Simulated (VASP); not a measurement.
Crystal: CdTe.

```xyz
2
Lattice="3.6123 0.0000 0.0000 0.0000 3.6123 0.0000 0.0000 0.0000 4.1501" Properties=species:S:1:pos:R:3 pbc="T T T"
Cd    1.8062    1.8062    2.0751
Te    0.0000    0.0000    0.0000
```

* Program: VASP 6.6.1
* Task: relaxation of cell and atoms
* Functional: PBE
* Potentials or basis: VASP PAW PBE potentials, release 64 (Cd, Te)
* Cutoff: 600 eV
* k mesh: 16 × 16 × 14
* Occupations: gaussian, width 0.1 eV
* Spin: no spin polarisation

At the start: pressure 0.3 GPa; volume 27.08 Å³/atom.

Problem. Where does the relaxation end?

Solution. Over 8 steps the energy falls by 6.4 meV/atom and the volume is 27.16 Å³/atom (+0.3 %); space group P4/mmm (No. 123, to 0.05 Å).

The path:
| step | energy change (eV) | largest force (eV/Å) | pressure (GPa) | volume (Å³) |
| --- | --- | --- | --- | --- |
| 1 | 0.0000 | 0.0000 | 0.29 | 54.15 |
| 2 | -0.0078 | 0.0000 | -0.05 | 54.54 |
| 3 | -0.0111 | 0.0000 | -0.43 | 54.96 |
| 4 | -0.0112 | 0.0000 | -0.52 | 55.02 |
| 5 | -0.0127 | 0.0000 | 0.10 | 54.25 |
| 6 | -0.0127 | 0.0000 | 0.05 | 54.31 |
| 7 | -0.0127 | 0.0000 | 0.06 | 54.29 |
| 8 | -0.0127 | 0.0000 | 0.03 | 54.32 |

Final structure:
```xyz
2
Lattice="3.6810 0.0000 0.0000 0.0000 3.6810 0.0000 0.0000 0.0000 4.0087" Properties=species:S:1:pos:R:3 pbc="T T T"
Cd    1.8405    1.8405    2.0044
Te    0.0000    0.0000    0.0000
```
